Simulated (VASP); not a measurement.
# Sb: single point with r2SCAN-based global hybrid

Crystal: Sb.

```xyz
1
Lattice="3.1600 0.0000 0.0000 0.0000 3.1600 0.0000 0.0000 0.0000 3.1600" Properties=species:S:1:pos:R:3 pbc="T T T"
Sb    0.0000    0.0000    0.0000
```

```yaml
Program: VASP 6.6.1
Task: single point
Functional: r2SCAN-based global hybrid
Potentials_or_basis: VASP PAW PBE potentials, release 64 (Sb)
Cutoff: 520 eV
k_mesh: 5 × 5 × 5
Occupations: fermi-dirac, width 0.05 eV
Spin: no spin polarisation
```

The pressure is -4.3 GPa.

Levels at points of the mesh, in eV from the Fermi level:
```
           k point  band 1  band 2  band 3  band 4  band 5
(0.00, 0.00, 0.00)  -13.32    3.45    3.45    3.45    7.38
```

Wall time 40 s on 1 thread of Intel(R) Xeon(R) 6975P-C (Granite Rapids) (shared host), peak memory 0.15 GiB.

Caveat: the k points lie up to 0.40 Å⁻¹ apart; the PAW data sets were made with another functional, which shifts forces and pressure a little; spin-orbit coupling is left out, which moves the levels of the heavy elements.
